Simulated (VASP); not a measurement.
# AlNi (Pm-3m) in VASP: settings compared, part 2 of 2

VASP 6.6.1. Earlier steps stand in the parts before.

## Step 3: Electric field gradients, r2SCAN, collinear spin, ferromagnetic start

Input file POSCAR:

```
AlNi
1.0
    2.8810000000      0.0000000000      0.0000000000
    0.0000000000      2.8810000000      0.0000000000
    0.0000000000      0.0000000000      2.8810000000
Al Ni
1 1
Direct
    0.0000000000      0.0000000000      0.0000000000
    0.5000000000      0.5000000000      0.5000000000
```

Input file INCAR.step1:

```
SYSTEM = AlNi
PREC     = Accurate       ! precision mode
ENCUT    = 520            ! plane-wave cutoff, eV
ISMEAR   = -1             ! smearing method
SIGMA    = 0.05           ! smearing width, eV
LREAL    = .False.        ! projectors in reciprocal space
LASPH    = .True.         ! aspherical terms in the spheres
NELM     = 150            ! most SCF steps
ISPIN    = 2              ! spin polarisation
MAGMOM   = 0 1.5          ! initial moments
LMAXMIX  = 4              ! l up to which the mixer works
NBANDS   = 18             ! bands
GGA      = PE             ! functional
ALGO     = Normal         ! electronic algorithm
EDIFF    = 1E-4           ! SCF threshold, eV
LWAVE    = .True.         ! write WAVECAR
LCHARG   = .False.        ! write CHGCAR
```

Input file INCAR.step2:

```
SYSTEM = AlNi
PREC     = Accurate       ! precision mode
ENCUT    = 520            ! plane-wave cutoff, eV
EDIFF    = 1E-8           ! SCF threshold, eV
ISMEAR   = -1             ! smearing method
SIGMA    = 0.05           ! smearing width, eV
LREAL    = .False.        ! projectors in reciprocal space
LASPH    = .True.         ! aspherical terms in the spheres
NELM     = 150            ! most SCF steps
ALGO     = Normal         ! electronic algorithm
ISIF     = 2              ! what is computed and relaxed
LWAVE    = .False.        ! write WAVECAR
LCHARG   = .False.        ! write CHGCAR
ISPIN    = 2              ! spin polarisation
MAGMOM   = 0 1.5          ! initial moments
LORBIT   = 11             ! projections on sites
LMAXMIX  = 4              ! l up to which the mixer works
METAGGA  = R2SCAN         ! meta-GGA
LMIXTAU  = .True.       
LEFG     = .True.       
NBANDS   = 18             ! bands
ISTART   = 1
```

Input file KPOINTS:

```
Automatic mesh
0
Gamma
  16 16 16
  0 0 0
```

Potentials or basis: VASP PAW PBE potentials, release 64 (Al, Ni).

Command:

```console
$ cat potpaw_PBE.64/Al/POTCAR potpaw_PBE.64/Ni/POTCAR > POTCAR
$ cp INCAR.step1 INCAR
$ mpirun -np 1 vasp_std > vasp.out
$ cp INCAR.step2 INCAR
$ mpirun -np 1 vasp_std > vasp.out
```

OUTCAR:

```text
SYSTEM = AlNi
   PREC = Accurate
   ENCUT = 520
   EDIFF = 1E-8
   ISMEAR = -1
   LREAL = .False.
   LASPH = .True.
   NELM = 150
   ISIF = 2
   ISPIN = 2
   LORBIT = 11
   METAGGA = R2SCAN
   ISTART = 1

 ion  position               nearest neighbor table
   1  0.000  0.000  0.000-   2 2.50   2 2.50   2 2.50   2 2.50   2 2.50   2 2.50   2 2.50   2 2.50

   2  0.500  0.500  0.500-   1 2.50   1 2.50   1 2.50   1 2.50   1 2.50   1 2.50   1 2.50   1 2.50

  LATTYP: Found a simple cubic cell.
 ALAT       =     2.8810000000

  Lattice vectors:

[... 1256 lines left out ...]

 Electric field gradients after diagonalization (V/A^2)
 (convention: |V_zz| > |V_xx| > |V_yy|)
----------------------------------------------------------------------
 ion       V_xx      V_yy      V_zz     asymmetry (V_yy - V_xx)/ V_zz
----------------------------------------------------------------------
   1      -0.000     0.000     0.000       0.167
   2       0.000     0.000    -0.000       0.054
----------------------------------------------------------------------

           NMR quadrupolar parameters

 Cq : quadrupolar parameter    Cq=e*Q*V_zz/h
 eta: asymmetry parameters     (V_yy - V_xx)/ V_zz
 Q  : nuclear electric quadrupole moment in mb (millibarn)
----------------------------------------------------------------------
 ion       Cq(MHz)       eta       Q (mb)
----------------------------------------------------------------------
   1       0.000       0.167       1.000
   2      -0.000       0.054       1.000
----------------------------------------------------------------------

 total charge

# of ion       s       p       d       tot
------------------------------------------
    1        0.380   0.425   0.000   0.806
    2        0.486   0.540   8.486   9.512
--------------------------------------------------
tot          0.867   0.965   8.486  10.318

 magnetization (x)

# of ion       s       p       d       tot
------------------------------------------
    1       -0.000  -0.000   0.000  -0.000
    2        0.000  -0.000   0.000   0.000
--------------------------------------------------
tot         -0.000  -0.000   0.000   0.000
```

OUTCAR.step1:

```text
SYSTEM = AlNi
   PREC = Accurate
   ENCUT = 520
   ISMEAR = -1
   LREAL = .False.
   LASPH = .True.
[... 1253 lines left out ...]
      0.00000      0.00000      0.00000         0.000000      0.000000      0.000000
      1.44050      1.44050      1.44050         0.000000      0.000000      0.000000
 -----------------------------------------------------------------------------------
    total drift:                                0.000000      0.000000     -0.000000

  FREE ENERGIE OF THE ION-ELECTRON SYSTEM (eV)
  ---------------------------------------------------
  free  energy   TOTEN  =       -10.5405612287 eV

  energy  without entropy=      -10.5340899445  energy(sigma->0) =      -10.53732559
```

OSZICAR.step1:

```text
N       E                     dE             d eps       ncg     rms          rms(c)
DAV:   1     0.460082261176E+02    0.46008E+02   -0.49902E+03 12140   0.756E+02
DAV:   2    -0.920354227239E+01   -0.55212E+02   -0.48460E+02 13044   0.162E+02
DAV:   3    -0.118085064847E+02   -0.26050E+01   -0.25558E+01 14208   0.364E+01
DAV:   4    -0.118414277582E+02   -0.32921E-01   -0.32892E-01 13950   0.364E+00
DAV:   5    -0.118421593992E+02   -0.73164E-03   -0.73159E-03 13910   0.589E-01    0.132E+01
DAV:   6    -0.142760854666E+02   -0.24339E+01   -0.43337E+01 13654   0.780E+01    0.175E+01
DAV:   7    -0.105634704351E+02    0.37126E+01   -0.13166E+01 13670   0.457E+01    0.189E+00
DAV:   8    -0.105530868514E+02    0.10384E-01   -0.38138E-01 15392   0.588E+00    0.110E+00
DAV:   9    -0.105400968335E+02    0.12990E-01   -0.40807E-02 14310   0.183E+00    0.644E-01
DAV:  10    -0.105405684647E+02   -0.47163E-03   -0.15878E-03 16162   0.372E-01    0.211E-01
DAV:  11    -0.105404614715E+02    0.10699E-03   -0.19433E-03 14778   0.375E-01    0.106E-01
DAV:  12    -0.105405653078E+02   -0.10384E-03   -0.28570E-04  7202   0.159E-01    0.380E-02
DAV:  13    -0.105405612287E+02    0.40792E-05   -0.20556E-05  6314   0.478E-02
   1 F= -.10540561E+02 E0= -.10537326E+02  d E =-.647128E-02  mag=     0.0003
```

Wall time 2.3 min (1 thread of Intel Xeon 6975P-C (Granite Rapids), shared host); peak memory 0.23 GiB.

What came out:

| Quantity | Value |
| --- | --- |
| Free energy | -20.0670 eV |
| Pressure | -3.3 GPa |
| Net moment | 0.00 μB per cell |
| Valence electrons inside the program's atomic spheres | Al 0.81; Ni 9.51 |

Caveat: the starting moments collapsed, and a magnetic state may lie lower; without QUAD_EFG the Cq values of the log hold for a quadrupole moment of 1 mb, not for the nuclei; the PAW data sets were made with another functional, which shifts forces and pressure a little.
